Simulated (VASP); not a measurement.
# Bi2Se3 (C2/m) in VASP: notebook

Bi2Se3 is run at these levels: PBE; tasks: single point.

All numbers are computed with VASP 6.6.1; they aren't measurements. Logs are shortened: lines on timing, memory, paths and dates and some standing lists are left out, and cuts for length are marked.

### Step 1. The cell of the first run

It takes space group C2/m (No. 12, monoclinic). Conventional cell: a = 7.278 Å, b = 4.189 Å, c = 11.426 Å, α = 90.00°, β = 103.72°, γ = 90.00°. Within 3.8 Å of Bi (site symmetry m) lie 6 Se at 2.88 to 3.11 Å. Within 4.3 Å of Se (site symmetry 2/m) lie 6 Bi at 3.11 Å and 12 Se at 4.19 to 4.27 Å. Within 3.8 Å of Se (site symmetry m) lie 3 Bi at 2.88 Å.

### Step 2. Single point, PBE

Input file INCAR:

```
SYSTEM = Bi2Se3
ALGO     = Normal         ! electronic algorithm
EDIFF    = 1E-6           ! SCF threshold, eV
ENCUT    = 520            ! plane-wave cutoff, eV
GGA      = PE             ! functional
ISIF     = 2              ! what is computed and relaxed
ISMEAR   = 0              ! smearing method
LASPH    = .TRUE.         ! aspherical terms in the spheres
LCHARG   = .TRUE.         ! write CHGCAR
LELF     = .TRUE.         ! ELF
LREAL    = .FALSE.        ! projectors in reciprocal space
LVHAR    = .TRUE.       
LWAVE    = .FALSE.        ! write WAVECAR
NBANDS   = 32             ! bands
NELM     = 80             ! most SCF steps
PREC     = Accurate       ! precision mode
SIGMA    = 0.02           ! smearing width, eV
```

Input file KPOINTS:

```
k-points
0
G
  6 6 6
  0 0 0
```

Input file POSCAR:

```
Bi2Se3
1.0
    2.0945825474      1.0751492954     11.0873105506
   -2.0945825474      1.0751492954     11.0873105506
    0.0000000000     -2.5637325309     11.1349056571
Bi Se
2 3
Direct
    0.3981244244      0.3981244244      0.3792148041
    0.6018755756      0.6018755756      0.6207851959
    0.0000000000      0.0000000000      0.0000000000
    0.2164340067      0.2164340067      0.2509687717
    0.7835659933      0.7835659933      0.7490312283
```

Potentials or basis: VASP PAW PBE potentials, release 64 (Bi_d, Se).

Launch:

```
cat potpaw_PBE.64/Bi_d/POTCAR potpaw_PBE.64/Se/POTCAR > POTCAR
mpirun -np 1 vasp_std > vasp.out
```

OUTCAR:

```text
SYSTEM = Bi2Se3
   EDIFF = 1E-6
   ENCUT = 520
   GGA = PE
   ISIF = 2
   ISMEAR = 0
   LASPH = .TRUE.
   LREAL = .FALSE.
   NELM = 80
   PREC = Accurate

 ion  position               nearest neighbor table
   1  0.398  0.398  0.379-   5 2.88   5 2.88   5 2.88   3 3.11   3 3.11   3 3.11
   2  0.602  0.602  0.621-   4 2.88   4 2.88   4 2.88   3 3.11   3 3.11   3 3.11
   3  0.000  0.000  0.000-   2 3.11   1 3.11   2 3.11   2 3.11   1 3.11   1 3.11
   4  0.216  0.216  0.251-   2 2.88   2 2.88   2 2.88
   5  0.784  0.784  0.749-   1 2.88   1 2.88   1 2.88

  LATTYP: Found a base centered monoclinic cell.
 ALAT       =     7.2783861508
 B/A-ratio  =     0.5755623579
 C/A-ratio  =     1.5698858043
 COS(beta)  =    -0.2370982969

  Lattice vectors:

 A1 = (   2.0945825474,   3.6388818263,  -0.0475951065)
 A2 = (  -2.0945825474,   3.6388818263,  -0.0475951065)
 A3 = (   0.0000000000,  -2.5637325309,  11.1349056571)

Analysis of symmetry for initial positions (statically):
=====================================================================
 Subroutine PRICEL returns:
 Original cell was already a primitive cell.

 Routine SETGRP: Setting up the symmetry group for a
 base centered monoclinic supercell.

 Subroutine GETGRP returns: Found  4 space group operations
 (whereof  4 operations were pure point group operations)
 out of a pool of  4 trial point group operations.

The static configuration has the point symmetry C_2h.

Analysis of symmetry for dynamics (positions and initial velocities):
=====================================================================
 Subroutine PRICEL returns:
 Original cell was already a primitive cell.

 Routine SETGRP: Setting up the symmetry group for a
 base centered monoclinic supercell.

 Subroutine GETGRP returns: Found  4 space group operations
 (whereof  4 operations were pure point group operations)
 out of a pool of  4 trial point group operations.

The dynamic configuration has the point symmetry C_2h.

 Subroutine INISYM returns: Found  4 space group operations
 (whereof  4 operations are pure point group operations),
 and found     1 'primitive' translations

----------------------------------------------------------------------------------------

                                     Primitive cell

  volume of cell :     169.2280

  direct lattice vectors                    reciprocal lattice vectors
     2.094582547  1.075149295 11.087310551     0.238711050  0.137819889  0.031732046
    -2.094582547  1.075149295 11.087310551    -0.238711050  0.137819889  0.031732046
     0.000000000 -2.563732531 11.134905657     0.000000000 -0.274461582  0.026614856

  length of vectors
    11.334534719 11.334534719 11.426235097     0.277460286  0.277460286  0.275748999

  position of ions in fractional coordinates (direct lattice)
     0.398124424  0.398124424  0.379214804
     0.601875576  0.601875576  0.620785196
     0.000000000  0.000000000  0.000000000
     0.216434007  0.216434007  0.250968772
     0.783565993  0.783565993  0.749031228

  ion indices of the primitive-cell ions
   primitive index   ion index
                 1           1
                 2           2
                 3           3
                 4           4
                 5           5

----------------------------------------------------------------------------------------

 KPOINTS: k-points

Automatic generation of k-mesh.
 Grid dimensions read from file:
 generate k-points for:    6    6    6

 Generating k-lattice:

  Cartesian coordinates                     Fractional coordinates (reciprocal lattice)
     0.039785175  0.022969982  0.005288674     0.166666667 -0.000000000  0.000000000
    -0.039785175  0.022969982  0.005288674    -0.000000000  0.166666667  0.000000000
     0.000000000 -0.045743597  0.004435809     0.000000000  0.000000000  0.166666667

  Length of vectors
     0.046243381  0.046243381  0.045958167

  Shift w.r.t. Gamma in fractional coordinates (k-lattice)
     0.000000000  0.000000000  0.000000000

 Subroutine IBZKPT returns following result:
 ===========================================

 Found     68 irreducible k-points:

 Following reciprocal coordinates:
            Coordinates               Weight
  0.000000  0.000000  0.000000      1.000000
  0.166667  0.000000  0.000000      4.000000
  0.333333 -0.000000  0.000000      4.000000
  0.500000  0.000000  0.000000      2.000000
  0.166667  0.166667  0.000000      2.000000
  0.333333  0.166667  0.000000      4.000000
[... 16 lines left out ...]
 -0.333333  0.166667  0.166667      4.000000
 -0.166667  0.166667  0.166667      4.000000
 [... further k-points ...]
   k-points           NKPTS =     68   k-points in BZ     NKDIM =     68   number of bands    NBANDS=     32
   number of dos      NEDOS =    301   number of ions     NIONS =      5
   total plane-waves  NPLWV = 635040
   dimension x,y,z NGX =    84 NGY =   84 NGZ =   90
   dimension x,y,z NGXF=   168 NGYF=  168 NGZF=  180
[... 29 lines left out ...]
   EFERMI_NEDOS =   21; number of points for ismear=-14 and -15
   IALGO  =     38    algorithm
   IMIX   =      4    mixing-type and parameters
     AMIX     =   0.40;   BMIX     =  1.00
     AMIX_MAG =   1.60;   BMIX_MAG =  1.00
  volume/ion in A,a.u.               =      33.85       228.40
  Fermi-wavevector in a.u.,A,eV,Ry     =   1.075634  2.032654 15.741785  1.156989
  Thomas-Fermi vector in A             =   2.211496
   LORBIT       =      0    0 simple, 1 ext, 2 COOP (PROOUT), +10 PAW based schemes
   GGA     = PE    functional components
   LHFCALC =     F    Hartree Fock is set to
   AEXX    =    0.0000 exact exchange contribution
   IVDW    =     0    specifies the selected vdW correction
   LEPSILON=     F    determine dielectric tensor
   LRPA    =     F    only Hartree local field effects (RPA)
 non-spin polarized calculation
 Gauss-broadening in eV      SIGMA  =   0.02
  energy-cutoff  :      520.00
  volume of cell :      169.23
 maximum number of plane-waves:      4574
   NGX = 43   NGY = 43   NGZ = 43

 number of electron      48.0000004 magnetization

 Free energy of the ion-electron system (eV)
  ---------------------------------------------------
  ext. energy  EPLUGINS =         0.00000000
  ---------------------------------------------------
  free energy    TOTEN  =       -20.23102167 eV

  energy without entropy =      -20.23102167  energy(sigma->0) =      -20.23102167

 E-fermi :   2.8557     XC(G=0):  -8.4759

 val. band max:        2.7073990254   @ k =   0.5000   0.3333   0.5000
 cond. band min:       3.4826089637   @ k =   0.0000   0.0000   0.0000
 fundamental gap:      0.7752099384
 Fermi energy:         2.8557040575

 k-point     1 :       0.0000    0.0000    0.0000
  band No.  band energies     occupation
      1     -19.8811      2.00000
      2     -19.8805      2.00000
      3     -19.8798      2.00000
      4     -19.8792      2.00000
      5     -19.8776      2.00000
      6     -19.8756      2.00000
[... 24 lines left out ...]
     31       8.9003      0.00000
     32       9.3103      0.00000

 k-point     2 :       0.1667    0.0000    0.0000
  band No.  band energies     occupation
      1     -19.8837      2.00000
      2     -19.8819      2.00000
      3     -19.8755      2.00000
      4     -19.8745      2.00000
      5     -19.8739      2.00000
      6     -19.8723      2.00000
[... 24 lines left out ...]
     31       8.6403      0.00000
     32       9.3894      0.00000

 k-point     3 :       0.3333   -0.0000    0.0000
  band No.  band energies     occupation
      1     -19.8918      2.00000
      2     -19.8886      2.00000
      3     -19.8767      2.00000
      4     -19.8725      2.00000
      5     -19.8704      2.00000
      6     -19.8673      2.00000
[... 24 lines left out ...]
     31       7.6872      0.00000
     32       9.7833      0.00000

 k-point     4 :       0.5000    0.0000    0.0000
  band No.  band energies     occupation
      1     -19.8964      2.00000
      2     -19.8924      2.00000
      3     -19.8790      2.00000
      4     -19.8746      2.00000
      5     -19.8711      2.00000
      6     -19.8669      2.00000
[... 654 lines left out ...]
     31       7.6676      0.00000
     32       9.7956      0.00000

 k-point    23 :      -0.3333    0.1667    0.1667
  band No.  band energies     occupation
      1     -19.8964      2.00000
      2     -19.8924      2.00000
      3     -19.8790      2.00000
      4     -19.8746      2.00000
      5     -19.8711      2.00000
      6     -19.8669      2.00000
[... 24 lines left out ...]
     31       7.6614      0.00000
     32       9.6500      0.00000

 k-point    24 :      -0.1667    0.1667    0.1667
  band No.  band energies     occupation
      1     -19.8918      2.00000
      2     -19.8886      2.00000
      3     -19.8767      2.00000
      4     -19.8725      2.00000
      5     -19.8704      2.00000
      6     -19.8673      2.00000
[... 24 lines left out ...]
     31       7.7035      0.00000
     32       9.6023      0.00000

 [... further k-points ...]
[... 5 lines left out ...]
  --------------------------------------------------------------------------------------
  -------------------------------------------------------------------------------------
  Total       -0.1785144     -0.3107480     -0.0822956      0.0000000      0.0111985      0.0000000
  in kB       -1.6900971     -2.9420278     -0.7791394      0.0000000      0.1060222      0.0000000
  external PRESSURE =      -1.8037547 kB  Pullay stress =       0.0000000 kB

 VOLUME and BASIS-vectors are now :
 -----------------------------------------------------------------------------
  energy-cutoff  :      520.00
  volume of cell :      169.23
      direct lattice vectors                 reciprocal lattice vectors
     2.094582547  1.075149295 11.087310551     0.238711050  0.137819889  0.031732046
    -2.094582547  1.075149295 11.087310551    -0.238711050  0.137819889  0.031732046
     0.000000000 -2.563732531 11.134905657     0.000000000 -0.274461582  0.026614856

 POSITION                                       TOTAL-FORCE (eV/Angst)
 -----------------------------------------------------------------------------------
      0.00000     -0.11612     13.05078         0.000000      0.000784     -0.002893
      0.00000     -0.29731     20.25875         0.000000     -0.000784      0.002893
      0.00000      0.00000      0.00000         0.000000     -0.000000      0.000000
      0.00000     -0.17802      7.59386         0.000000     -0.000146     -0.007144
      0.00000     -0.23541     25.71567         0.000000      0.000146      0.007144
 -----------------------------------------------------------------------------------
    total drift:                                0.000000     -0.000000      0.000000

  FREE ENERGIE OF THE ION-ELECTRON SYSTEM (eV)
  ---------------------------------------------------
  free  energy   TOTEN  =       -20.2310216701 eV

  energy  without entropy=      -20.2310216701  energy(sigma->0) =      -20.23102167
```

Wall time 50 min (1 thread of Intel Xeon Platinum 8259CL at 2.50GHz (Skylake/Cascade Lake), shared host); peak memory 1.3 GiB.

Results:

```
Free energy            : -20.2310 eV
Pressure               : -0.2 GPa
Largest force          : 0.007 eV/Å
Band gap on the k mesh : 0.78 eV (least direct gap 0.97 eV)
```

Forces in eV/Å, atoms in the order of the input:
```
Bi   0.000  0.001 -0.003
Bi   0.000 -0.001  0.003
Se   0.000  0.000  0.000
Se   0.000  0.000 -0.007
Se   0.000  0.000  0.007
```

Caveat: spin-orbit coupling is left out, which moves the levels of the heavy elements.

### Step 3. Single point, PBE (biaxial strain in the a-b plane: -6.0 %, then relaxed in part)

Input file INCAR:

```
SYSTEM = Bi2Se3
  PREC = Accurate
  ENCUT = 520
  EDIFF = 1E-7
  ISMEAR = 0
  SIGMA = 0.02
  LREAL = .False.
  LASPH = .True.
  NELM = 60
  ALGO = Normal
  ISIF = 2
  LWAVE = .False.
  LCHARG = .False.
  GGA = PE
  NBANDS = 32
```

Input file KPOINTS:

```
Automatic mesh
0
Gamma
  6 6 6
  0 0 0
```

Input file POSCAR:

```
Bi2Se3
1.0
    1.9689075859      1.0073161019      9.8883929377
   -1.9689075859      1.0073161019      9.8883929377
    0.0000000000     -2.7056894275      9.9725102617
Bi Se
2 3
Direct
    0.3987404933      0.3987404933      0.4002718633
    0.6012595067      0.6012595067      0.5997281367
    0.0000000000      0.0000000000      0.0000000000
    0.2119510103      0.2119510103      0.2172171336
    0.7880489897      0.7880489897      0.7827828664
```

Potentials or basis: VASP PAW PBE potentials, release 64 (Bi_d, Se).

Launch:

```
cat potpaw_PBE.64/Bi_d/POTCAR potpaw_PBE.64/Se/POTCAR > POTCAR
mpirun -np 1 vasp_std > vasp.out
```

Run time: 20 min. Hardware: 1 thread of Intel Xeon 6975P-C (Granite Rapids), shared host; peak memory 1.1 GiB.

It converged, with:

```yaml
Free_energy: -20.0958 eV
Pressure: 1.8 GPa
Largest_force: 0.014 eV/Å
Band_gap_on_the_k_mesh: 0.27 eV
```

Forces in eV/Å, atoms in the order of the input:
```
Bi   0.000  0.001 -0.013
Bi   0.000 -0.001  0.013
Se   0.000  0.000  0.000
Se   0.000  0.001 -0.014
Se   0.000 -0.001  0.014
```

Stress tensor (GPa, compression positive):
```
4.47 0.00 0.00
0.00 0.03 0.09
0.00 0.09 1.02
```

Levels at points of the mesh, in eV from the valence-band top:
```csv
k point,band 21,band 22,band 23,band 24,band 25,band 26,band 27,band 28
"(0.00, 0.00, 0.00)",-1.32,-1.21,-0.86,0.00,0.27,1.56,1.84,2.09
"(0.50, 0.00, 0.00)",-2.74,-2.06,-1.38,-0.71,0.66,1.87,2.79,2.83
"(0.50, 0.50, 0.00)",-1.89,-1.51,-1.09,-0.98,1.50,2.28,2.86,3.47
"(0.00, 0.00, 0.50)",-2.30,-2.01,-0.84,-0.32,1.44,2.46,3.01,3.34
"(0.50, 0.00, 0.50)",-1.92,-1.86,-1.59,-1.22,1.15,1.81,2.38,2.70
"(0.50, 0.50, 0.50)",-1.19,-1.19,-0.94,-0.53,0.60,1.84,2.01,2.02
```

Caveat: the cell differs from its parent crystal (biaxial strain in the a-b plane: -6.0 %, then relaxed in part); spin-orbit coupling is left out, which moves the levels of the heavy elements. A k mesh can miss the band edges.

### Step 4. Single point, PBE (biaxial strain in the a-b plane: -6.0 %)

Input file INCAR:

```
ALGO = Normal
EDIFF = 1E-6
ENCUT = 520
GGA = PE
ISIF = 2
ISMEAR = 0
LASPH = True
LCHARG = False
LREAL = False
LWAVE = False
NBANDS = 32
NELM = 100
PREC = Accurate
SIGMA = 0.02
```

Input file KPOINTS:

```
k-points
0
Gamma
  6 6 6
```

Input file POSCAR:

```
Bi2Se3
1.0
    1.9689075859      1.1367493248      9.8743506922
   -1.9689075859      1.1367493248      9.8743506922
    0.0000000000     -2.6172239224      9.9139208355
Bi Se
2 3
Direct
    0.3980479346      0.3980479346      0.3978499423
    0.6019520654      0.6019520654      0.6021500577
    0.0000000000      0.0000000000      0.0000000000
    0.2143795059      0.2143795059      0.2200383961
    0.7856204941      0.7856204941      0.7799616039
```

Launch:

```
cat potpaw_PBE.64/Bi_d/POTCAR potpaw_PBE.64/Se/POTCAR > POTCAR
mpirun -np 1 vasp_std > vasp.out
```

Wall time 20 min (1 thread of Intel Xeon 6975P-C (Granite Rapids), shared host); peak memory 1 GiB.

The run converged. Its results:

| Quantity | Value |
| --- | --- |
| Free energy | -20.0531 eV |
| Pressure | 2.6 GPa |
| Largest force | 0.369 eV/Å |
| Band gap on the k mesh | 0.20 eV |

Forces on the atoms (eV/Å):
```
Bi   0.000  0.089 -0.049
Bi   0.000 -0.089  0.049
Se   0.000  0.000  0.000
Se   0.000  0.242 -0.279
Se   0.000 -0.242  0.279
```

Stress tensor (GPa, compression positive):
```
 5.89  0.00  0.00
 0.00 -0.56 -1.55
 0.00 -1.55  2.54
```

Levels at points of the mesh, in eV from the valence-band top:
```csv
k point,band 22,band 23,band 24,band 25,band 26,band 27
"(0.00, 0.00, 0.00)",-1.23,-0.83,0.00,0.20,1.63,1.93
"(0.50, 0.00, 0.00)",-1.77,-1.30,-0.72,0.83,2.03,2.99
"(0.50, 0.50, 0.00)",-1.33,-0.99,-0.86,1.73,2.38,3.04
"(0.00, 0.00, 0.50)",-1.80,-0.78,-0.19,1.62,2.70,3.07
"(0.50, 0.00, 0.50)",-1.69,-1.49,-1.04,1.31,2.09,2.49
"(0.50, 0.50, 0.50)",-1.08,-0.91,-0.41,0.40,1.86,1.87
```

Caveat: the cell differs from its parent crystal (biaxial strain in the a-b plane: -6.0 %); spin-orbit coupling is left out, which moves the levels of the heavy elements.

### Step 5. Single point, PBE (biaxial strain in the a-b plane: -4.0 %, then relaxed in part)

Input file INCAR:

```
SYSTEM = Bi2Se3
PREC = Accurate
ENCUT = 520
EDIFF = 1E-6
ISMEAR = 0
SIGMA = 0.02
LREAL = .FALSE.
LASPH = .TRUE.
NELM = 60
ALGO = Normal
ISIF = 2
LWAVE = .FALSE.
LCHARG = .FALSE.
GGA = PE
NBANDS = 32
```

Input file KPOINTS:

```
regular mesh
0
G
  6 6 6
  0 0 0
```

Edit POSCAR of step 4 so:

```diff
@@ -2,5 +2,5 @@
 1.0
-    1.9689075859      1.1367493248      9.8743506922
-   -1.9689075859      1.1367493248      9.8743506922
-    0.0000000000     -2.6172239224      9.9139208355
+    2.0107992367      1.0693526603     10.0945654659
+   -2.0107992367      1.0693526603     10.0945654659
+    0.0000000000     -2.6088456019     10.1507962130
 Bi Se
```

Launch:

```
cat potpaw_PBE.64/Bi_d/POTCAR potpaw_PBE.64/Se/POTCAR > POTCAR
mpirun -np 1 vasp_std > vasp.out
```

It took 23 min on 1 thread of Intel Xeon 6975P-C (Granite Rapids), shared host; peak memory 1 GiB.

It converged, with:

| Item | Value |
| --- | --- |
| Free energy | -20.1787 eV |
| Pressure | 1.1 GPa |
| Largest force | 0.013 eV/Å |
| Band gap on the k mesh | 0.48 eV |

Forces on the atoms (eV/Å):
```
Bi   0.000  0.001 -0.012
Bi   0.000 -0.001  0.012
Se   0.000  0.000  0.000
Se   0.000  0.001 -0.013
Se   0.000 -0.001  0.013
```

Stress tensor (GPa, compression positive):
```
2.74 0.00 0.00
0.00 0.02 0.04
0.00 0.04 0.47
```

Levels at points of the mesh, in eV from the valence-band top:
| k point | band 20 | band 21 | band 22 | band 23 | band 24 | band 25 | band 26 | band 27 | band 28 | band 29 |
| --- | --- | --- | --- | --- | --- | --- | --- | --- | --- | --- |
| (0.00, 0.00, 0.00) | -1.34 | -1.25 | -1.03 | -0.81 | 0.00 | 0.48 | 1.70 | 1.90 | 2.28 | 2.92 |
| (0.50, 0.00, 0.00) | -2.70 | -2.49 | -1.75 | -1.17 | -0.63 | 0.96 | 2.14 | 2.90 | 3.05 | 4.06 |
| (0.50, 0.50, 0.00) | -2.05 | -1.80 | -1.33 | -1.02 | -0.92 | 1.63 | 2.28 | 2.83 | 3.43 | 3.92 |
| (0.00, 0.00, 0.50) | -2.58 | -2.25 | -1.73 | -0.84 | -0.37 | 1.43 | 2.51 | 3.03 | 3.37 | 4.24 |
| (0.50, 0.00, 0.50) | -2.48 | -1.82 | -1.55 | -1.34 | -1.07 | 1.37 | 2.04 | 2.53 | 2.97 | 3.71 |
| (0.50, 0.50, 0.50) | -1.29 | -1.17 | -1.04 | -0.87 | -0.42 | 0.72 | 1.88 | 2.03 | 2.23 | 2.76 |

Caveat: the cell differs from its parent crystal (biaxial strain in the a-b plane: -4.0 %, then relaxed in part); spin-orbit coupling is left out, which moves the levels of the heavy elements.

### Step 6. The runs side by side

```csv
cell,gap on the mesh (eV),pressure (GPa),largest force (eV/Å)
"a = 11.335, b = 11.335, c = 11.426 Å, angles 21.3°, 5 atoms, atomic positions A",0.78,-0.2,0.01
"a = 10.133, b = 10.133, c = 10.333 Å, angles 23.7, 23.7, 22.4°, 5 atoms, atomic positions B",0.27,1.8,0.01
"a = 10.133, b = 10.133, c = 10.254 Å, angles 24.0, 24.0, 22.4°, 5 atoms, atomic positions C",0.20,2.6,0.37
"a = 10.348, b = 10.348, c = 10.481 Å, angles 23.2, 23.2, 22.4°, 5 atoms, atomic positions C",0.48,1.1,0.01
```

Alike in all rows: task single point; level PBE; potentials or basis VASP PAW PBE potentials, release 64 (Bi_d, Se); no spin polarisation; k mesh 6 × 6 × 6; cutoff (eV) 520; smearing gaussian 0.02 eV.

Caveats: spin-orbit coupling is left out, which moves the levels of the heavy elements.

Total energies depend on the potentials used, so only differences within one code and one set of settings carry meaning.
